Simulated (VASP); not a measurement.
# Si2Ni (Fm-3m) in VASP: a series of runs

Runs on Si2Ni. Level: r2SCAN. Tasks: single point, relaxation of cell and atoms.

Everything below comes from runs of VASP 6.6.1. Logs are shortened: lines on timing, memory, paths and dates and some standing lists are left out, and cuts for length are marked.

### Step 1. The cell of the first run

Symmetry: Fm-3m, No. 225, cubic system. Conventional cell: a = 5.388 Å, b = 5.388 Å, c = 5.388 Å, α = 90.00°, β = 90.00°, γ = 90.00°. Si (site symmetry -43m) has 4 Ni at 2.33 Å and 6 Si at 2.69 Å within 3.1 Å. Within 3.1 Å of Ni (site symmetry m-3m) lie 8 Si at 2.33 Å.

### Step 2. Single point, r2SCAN

File POSCAR:

```
Si2Ni
1.0
    0.0000000000      2.6938981748      2.6938981748
    2.6938981748      0.0000000000      2.6938981748
    2.6938981748      2.6938981748      0.0000000000
Si Ni
2 1
Direct
    0.2500000000      0.2500000000      0.2500000000
    0.7500000000      0.7500000000      0.7500000000
    0.0000000000      0.0000000000      0.0000000000
```

File INCAR.step1:

```
PREC = Accurate
ENCUT = 520
ISMEAR = -1
SIGMA = 0.08
LREAL = False
LASPH = True
NELM = 60
NBANDS = 16
GGA = PE
ALGO = Normal
EDIFF = 1E-4
LWAVE = True
LCHARG = False
```

File INCAR.step2:

```
PREC = Accurate
ENCUT = 520
EDIFF = 1E-6
ISMEAR = -1
SIGMA = 0.08
LREAL = False
LASPH = True
NELM = 60
ALGO = Normal
ISIF = 2
LWAVE = False
LCHARG = True
METAGGA = R2SCAN
LMIXTAU = True
LELF = True
LVHAR = True
NBANDS = 16
ISTART = 1
```

File KPOINTS:

```
regular mesh
0
Gamma
  10 10 10
```

Potentials or basis: VASP PAW PBE potentials, release 64 (Si, Ni).

The run is started by

```sh
> cat potpaw_PBE.64/Si/POTCAR potpaw_PBE.64/Ni/POTCAR > POTCAR
> cp INCAR.step1 INCAR
> mpirun -np 1 vasp_std > vasp.out
> cp INCAR.step2 INCAR
> mpirun -np 1 vasp_std > vasp.out
```

OUTCAR:

```text
PREC = Accurate
   ENCUT = 520
   EDIFF = 1E-6
   ISMEAR = -1
   LREAL = False
   LASPH = True
   NELM = 60
   ISIF = 2
   METAGGA = R2SCAN
   ISTART = 1

 ion  position               nearest neighbor table
   1  0.250  0.250  0.250-   3 2.33   3 2.33   3 2.33   3 2.33   2 2.69   2 2.69   2 2.69   2 2.69
                             2 2.69   2 2.69
   2  0.750  0.750  0.750-   3 2.33   3 2.33   3 2.33   3 2.33   1 2.69   1 2.69   1 2.69   1 2.69
                             1 2.69   1 2.69
   3  0.000  0.000  0.000-   2 2.33   2 2.33   2 2.33   1 2.33   1 2.33   1 2.33   2 2.33   1 2.33

  LATTYP: Found a face centered cubic cell.
 ALAT       =     5.3877963496

  Lattice vectors:

 A1 = (   0.0000000000,   2.6938981748,   2.6938981748)
 A2 = (   2.6938981748,   0.0000000000,   2.6938981748)
 A3 = (   2.6938981748,   2.6938981748,   0.0000000000)

Analysis of symmetry for initial positions (statically):
=====================================================================
 Subroutine PRICEL returns:
 Original cell was already a primitive cell.

 Routine SETGRP: Setting up the symmetry group for a
 face centered cubic supercell.

 Subroutine GETGRP returns: Found 48 space group operations
 (whereof 48 operations were pure point group operations)
 out of a pool of 48 trial point group operations.

The static configuration has the point symmetry O_h .

Analysis of symmetry for dynamics (positions and initial velocities):
=====================================================================
 Subroutine PRICEL returns:
 Original cell was already a primitive cell.

 Routine SETGRP: Setting up the symmetry group for a
 face centered cubic supercell.

 Subroutine GETGRP returns: Found 48 space group operations
 (whereof 48 operations were pure point group operations)
 out of a pool of 48 trial point group operations.

The dynamic configuration has the point symmetry O_h .

 Subroutine INISYM returns: Found 48 space group operations
 (whereof 48 operations are pure point group operations),
 and found     1 'primitive' translations

----------------------------------------------------------------------------------------

                                     Primitive cell

  volume of cell :      39.0997

  direct lattice vectors                    reciprocal lattice vectors
     0.000000000  2.693898175  2.693898175    -0.185604640  0.185604640  0.185604640
     2.693898175  0.000000000  2.693898175     0.185604640 -0.185604640  0.185604640
     2.693898175  2.693898175  0.000000000     0.185604640  0.185604640 -0.185604640

  length of vectors
     3.809747334  3.809747334  3.809747334     0.321476666  0.321476666  0.321476666
[... 87 lines left out ...]
   IBRION =     -1    ionic relax: 0-MD 1-quasi-New 2-CG
   NFREE  =      0    steps in history (QN), initial steepest desc. (CG)
   ISIF   =      2    stress and relaxation
   ISYM   =      2    0-nonsym 1-usesym 2-fastsym
   POTIM  = 0.5000    time-step for ionic-motion
   TEBEG  =    0.0;   TEEND  =   0.0 temperature during run
   PSTRESS=    0.0 pullay stress
   NELECT =      18.0000    total number of electrons
   NUPDOWN=      -1.0000    fix difference up-down
   EMIN   =  10.00;   EMAX   =-10.00  energy-range for DOS
   EFERMI =   0.00;   METHOD = LEGACY
   ISMEAR =    -1;   SIGMA  =   0.08  broadening in eV -4-tet -1-fermi 0-gaus
   EFERMI_NEDOS =   21; number of points for ismear=-14 and -15
   IALGO  =     38    algorithm
   IMIX   =      4    mixing-type and parameters
     AMIX     =   0.40;   BMIX     =  1.00
     AMIX_MAG =   1.60;   BMIX_MAG =  1.00
  volume/ion in A,a.u.               =      13.03        87.95
  Fermi-wavevector in a.u.,A,eV,Ry     =   1.264080  2.388764 21.740719  1.597898
  Thomas-Fermi vector in A             =   2.397404
   LORBIT       =      0    0 simple, 1 ext, 2 COOP (PROOUT), +10 PAW based schemes
   METAGGA = R2SCAN    functional components
   LHFCALC =     F    Hartree Fock is set to
   AEXX    =    0.0000 exact exchange contribution
   IVDW    =     0    specifies the selected vdW correction
   LEPSILON=     F    determine dielectric tensor
   LRPA    =     F    only Hartree local field effects (RPA)
 non-spin polarized calculation
  energy-cutoff  :      520.00
  volume of cell :       39.10
 maximum number of plane-waves:      1073
   NGX = 15   NGY = 15   NGZ = 15

 number of electron      17.9999995 magnetization

 Free energy of the ion-electron system (eV)
  ---------------------------------------------------
  ext. energy  EPLUGINS =         0.00000000
  ---------------------------------------------------
  free energy    TOTEN  =       -30.54342769 eV

  energy without entropy =      -30.52507857  energy(sigma->0) =      -30.53425313

 E-fermi :  10.6567     XC(G=0): -12.4204

 val. band max:       10.5450228230   @ k =   0.1000   0.1000   0.0000
 cond. band min:      10.6774009463   @ k =  -0.4000   0.5000   0.1000
 fundamental gap:      0.1323781234
 Fermi energy:        10.6567482831

 k-point     1 :       0.0000    0.0000    0.0000
  band No.  band energies     occupation
      1      -4.1081      2.00000
      2       5.0375      2.00000
      3       5.0375      2.00000
      4       5.0375      2.00000
      5       6.7981      2.00000
      6       6.7981      2.00000
[... 433 lines left out ...]
      3       4.3299      2.00000
      4       5.3670      2.00000
      5       5.4019      2.00000
      6       7.0465      2.00000
[... 8 lines left out ...]
     15      19.9901      0.00000
     16      21.8595      0.00000

 [... further k-points ...]

------------------------ aborting loop because EDIFF is reached ----------------------------------------

  FORCE on cell =-STRESS in cart. coord.  units (eV):
  Direction    XX          YY          ZZ          XY          YZ          ZX
  --------------------------------------------------------------------------------------
  -------------------------------------------------------------------------------------
  Total       -0.0372224     -0.0372224     -0.0372224     -0.0000000     -0.0000000      0.0000000
  in kB       -1.5252509     -1.5252509     -1.5252509     -0.0000000     -0.0000000      0.0000000
  external PRESSURE =      -1.5252509 kB  Pullay stress =       0.0000000 kB

 VOLUME and BASIS-vectors are now :
 -----------------------------------------------------------------------------
  energy-cutoff  :      520.00
  volume of cell :       39.10
      direct lattice vectors                 reciprocal lattice vectors
     0.000000000  2.693898175  2.693898175    -0.185604640  0.185604640  0.185604640
     2.693898175  0.000000000  2.693898175     0.185604640 -0.185604640  0.185604640
     2.693898175  2.693898175  0.000000000     0.185604640  0.185604640 -0.185604640

 POSITION                                       TOTAL-FORCE (eV/Angst)
 -----------------------------------------------------------------------------------
      1.34695      1.34695      1.34695         0.000000     -0.000000      0.000000
      4.04085      4.04085      4.04085        -0.000000      0.000000     -0.000000
      0.00000      0.00000      0.00000         0.000000     -0.000000      0.000000
 -----------------------------------------------------------------------------------
    total drift:                               -0.000000     -0.000000      0.000000

  FREE ENERGIE OF THE ION-ELECTRON SYSTEM (eV)
  ---------------------------------------------------
  free  energy   TOTEN  =       -30.5434276921 eV

  energy  without entropy=      -30.5250785666  energy(sigma->0) =      -30.53425313
```

OUTCAR.step1:

```text
PREC = Accurate
   ENCUT = 520
   ISMEAR = -1
   LREAL = False
   LASPH = True
   NELM = 60
[... 680 lines left out ...]
      1.34695      1.34695      1.34695        -0.000000      0.000000      0.000000
      4.04085      4.04085      4.04085         0.000000     -0.000000      0.000000
      0.00000      0.00000      0.00000        -0.000000     -0.000000     -0.000000
 -----------------------------------------------------------------------------------
    total drift:                               -0.000000     -0.000000      0.000000

  FREE ENERGIE OF THE ION-ELECTRON SYSTEM (eV)
  ---------------------------------------------------
  free  energy   TOTEN  =       -17.3604417821 eV

  energy  without entropy=      -17.3418634894  energy(sigma->0) =      -17.35115264
```

OSZICAR.step1:

```text
N       E                     dE             d eps       ncg     rms          rms(c)
DAV:   1     0.649029708023E+02    0.64903E+02   -0.78392E+03  1512   0.116E+03
DAV:   2    -0.160926398725E+02   -0.80996E+02   -0.73937E+02  1680   0.212E+02
DAV:   3    -0.193566369274E+02   -0.32640E+01   -0.32194E+01  1976   0.471E+01
DAV:   4    -0.194051019919E+02   -0.48465E-01   -0.48445E-01  1776   0.555E+00
DAV:   5    -0.194063881262E+02   -0.12861E-02   -0.12860E-02  1920   0.928E-01    0.165E+01
DAV:   6    -0.240757041052E+02   -0.46693E+01   -0.40858E+01  1568   0.149E+02    0.249E+01
DAV:   7    -0.174872020377E+02    0.65885E+01   -0.12219E+01  1864   0.926E+01    0.368E+00
DAV:   8    -0.174052413979E+02    0.81961E-01   -0.15745E+00  2008   0.199E+01    0.268E+00
DAV:   9    -0.173616474836E+02    0.43594E-01   -0.24203E-01  1768   0.894E+00    0.625E-01
DAV:  10    -0.173604039132E+02    0.12436E-02   -0.75012E-03  2240   0.145E+00    0.324E-01
DAV:  11    -0.173604417821E+02   -0.37869E-04   -0.92798E-04  1800   0.372E-01
   1 F= -.17360442E+02 E0= -.17351153E+02  d E =-.185783E-01
```

Wall time 1.9 min (1 thread of Intel Xeon Platinum 8259CL at 2.50GHz (Skylake/Cascade Lake), shared host); peak memory 0.18 GiB.

What came out:

```yaml
Free_energy: -30.5434 eV
Pressure: -0.2 GPa
Band_gap_on_the_k_mesh: zero (band 9 reaches 12.35 eV, above the bottom of band 10 at 10.24 eV)
```

Levels at points of the mesh, in eV from the Fermi level:
```csv
k point,band 6,band 7,band 8,band 9,band 10,band 11,band 12,band 13
"(0.00, 0.00, 0.00)",-3.86,0.09,1.70,1.70,1.70,2.24,2.24,2.24
"(0.50, 0.00, 0.00)",-3.63,-3.63,-1.71,-1.71,1.81,1.81,2.11,2.89
"(0.50, 0.50, 0.00)",-3.88,-3.88,-3.76,-3.43,-0.42,1.46,7.99,8.90
```

Caveat: the PAW data sets were made with another functional, which shifts forces and pressure a little. Spin polarisation is off, so any magnetic state and its effect on volume and gap are missing.

### Step 3. Relaxation of cell and atoms, r2SCAN

This run uses another cell than the first one, of 13.17 Å³/atom, 1.010 times its volume.

File POSCAR:

```
Si2Ni
1.0
    0.0000000000      2.7030000000      2.7030000000
    2.7030000000      0.0000000000      2.7030000000
    2.7030000000      2.7030000000      0.0000000000
Si Ni
2 1
Direct
    0.2500000000      0.2500000000      0.2500000000
    0.7500000000      0.7500000000      0.7500000000
    0.0000000000      0.0000000000      0.0000000000
```

File INCAR.step1:

```
PREC = Accurate ; ENCUT = 600
ISMEAR = -1 ; SIGMA = 0.08
LREAL = False ; LASPH = True
NELM = 80 ; GGA = PE
ALGO = Normal ; EDIFF = 1E-4
LWAVE = True ; LCHARG = False
```

File INCAR.step2:

```
PREC = Accurate ; ENCUT = 600
EDIFF = 1E-7 ; ISMEAR = -1
SIGMA = 0.08 ; LREAL = False
LASPH = True ; NELM = 80
ALGO = Normal ; ISIF = 3
LWAVE = False ; LCHARG = False
METAGGA = R2SCAN ; LMIXTAU = True
IBRION = 2 ; NSW = 100
EDIFFG = -0.002 ; ISTART = 1
```

File KPOINTS:

```
Automatic mesh
0
Gamma
  10 10 10
```

Potentials or basis: VASP PAW PBE potentials, release 64 (Si, Ni).

The run is started by

```sh
> cat potpaw_PBE.64/Si/POTCAR potpaw_PBE.64/Ni/POTCAR > POTCAR
> cp INCAR.step1 INCAR
> mpirun -np 1 vasp_std > vasp.out
> cp INCAR.step2 INCAR
> mpirun -np 1 vasp_std > vasp.out
```

Wall time 5.7 min (1 thread of Intel Xeon Platinum 8259CL at 2.50GHz (Skylake/Cascade Lake), shared host); peak memory 0.21 GiB.

It converged, with:

```
Free energy                            : -30.5435 eV
Relaxed volume                         : 13.02 Å³/atom
Relaxed cell                           : a = 3.808 Å, b = 3.808 Å, c = 3.808 Å, α = 60.00°, β = 60.00°, γ = 60.00°
Space group after relaxing (to 0.05 Å) : Fm-3m (No. 225)
Energy gained by relaxing              : 0.8 meV/atom
Ionic steps                            : 3
Pressure after relaxing                : 0.0 GPa
Band gap on the k mesh                 : zero (band 9 reaches 12.37 eV, above the bottom of band 10 at 10.26 eV)
```

The path:
```tsv
step	energy change (eV)	largest force (eV/Å)	pressure (GPa)	volume (Å³)
1	0.0000	0.0000	-1.79	39.50
2	-0.0005	0.0000	1.66	38.66
3	-0.0025	0.0000	0.01	39.05
```

Final structure:
```
Si Ni
1.0
     0.00000    2.69284    2.69284
     2.69284    0.00000    2.69284
     2.69284    2.69284    0.00000
Si Ni
2 1
Cartesian
  1.3464 1.3464 1.3464
  4.0393 4.0393 4.0393
  0.0000 0.0000 0.0000
```

Levels at points of the mesh, in eV from the Fermi level:
```tsv
k point	band 6	band 7	band 8	band 9	band 10	band 11	band 12	band 13
(0.00, 0.00, 0.00)	-3.87	0.09	1.70	1.70	1.70	2.24	2.24	2.24
(0.50, 0.00, 0.00)	-3.64	-3.64	-1.71	-1.71	1.80	1.80	2.11	2.89
(0.50, 0.50, 0.00)	-3.88	-3.88	-3.77	-3.43	-0.42	1.46	7.99	8.91
```

Caveat: the PAW data sets were made with another functional, which shifts forces and pressure a little.
